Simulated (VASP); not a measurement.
Wanted: the native input for a VASP 6.6.1 run.

```yaml
Task: single point
Functional: LDA
Potentials_or_basis: VASP PAW LDA potentials, release 64 (K_sv, I)
Cutoff: 500 eV
k_mesh: 6 × 6 × 2
Occupations: gaussian, width 0.01 eV
Spin: no spin polarisation
Dipole_correction: no
Further_INCAR_settings: ALGO = Normal; EDIFF = 1e-06; NBANDS = 24
```

The structure of KI lies in POSCAR:

```
KI
1.0
    6.0388285611      0.0000000000      0.0000000000
   -3.0194142806      5.2297789430      0.0000000000
    0.0000000000      0.0000000000      7.0391100750
K I
2 2
Direct
    0.3333333333      0.6666666667      0.2500000000
    0.6666666667      0.3333333333      0.7500000000
    0.6666666667      0.3333333333      0.2500000000
    0.3333333333      0.6666666667      0.7500000000
```

One way to write it, as run:

INCAR

```
SYSTEM = KI
ALGO = Normal ; EDIFF = 1E-6
ENCUT = 500 ; GGA_COMPAT = .False.
ISIF = 2 ; ISMEAR = 0
LASPH = .True. ; LCHARG = .True.
LELF = .True. ; LREAL = .False.
LVHAR = .True. ; LWAVE = .False.
NBANDS = 24 ; NELM = 120
PREC = Accurate ; SIGMA = 0.01
```

KPOINTS

```
k-points
0
Gamma
  6 6 2
  0 0 0
```

Potentials or basis: VASP PAW LDA potentials, release 64 (K_sv, I).

Command:

```bash
$ cat potpaw_LDA.64/K_sv/POTCAR potpaw_LDA.64/I/POTCAR > POTCAR
$ mpirun -np 1 vasp_std > vasp.out
```

Results of the run:

```
Pressure               : -1.0 GPa
Band gap on the k mesh : 3.49 eV
```

Caveat: the k points lie up to 0.45 Å⁻¹ apart; spin-orbit coupling is left out, which moves the levels of the heavy elements.

Wall time 2.4 min on 1 thread of Intel Xeon 8259CL, on a shared host, peak memory 0.29 GiB.
